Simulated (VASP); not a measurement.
A run of VASP 6.6.1 is set up as follows.

The input INCAR:

```
SYSTEM = Rh
ALGO = Fast
EDIFF = 1E-6
ENCUT = 520
GGA = PE
ISIF = 2
ISMEAR = 0
LASPH = .True.
LCHARG = .True.
LELF = .True.
LREAL = .False.
LVHAR = .True.
LWAVE = .False.
NBANDS = 22
NELM = 80
PREC = Accurate
SIGMA = 0.15
```

KPOINTS

```
k-points
0
Gamma
  21 21 12
  0 0 0
```

Contents of POSCAR:

```
Rh
1.0
    2.6941901295      0.0000000000      0.0000000000
   -1.3470950648      2.3332370948      0.0000000000
    0.0000000000      0.0000000000      4.0819674653
Rh
2
Direct
    0.6666666667      0.3333333333      0.7500000000
    0.3333333333      0.6666666667      0.2500000000
```

Potentials or basis: VASP PAW PBE potentials, release 64 (Rh_pv).

Launch:

```sh
$ cat potpaw_PBE.64/Rh_pv/POTCAR > POTCAR
$ mpirun -np 1 vasp_std > vasp.out
```

**Question.** Estimate the band gap on the k mesh.

**Answer.** Zero (bands 15 and 16 overlap by 2.44 eV).

**Question.** What does it give for the pressure?

**Answer.** 32.6 GPa.

Stress tensor (GPa, compression positive):
```
24.93  0.00  0.00
 0.00 24.93  0.00
 0.00  0.00 48.06
```

Caveat: the stress differs along the axes, from 25 to 48 GPa.
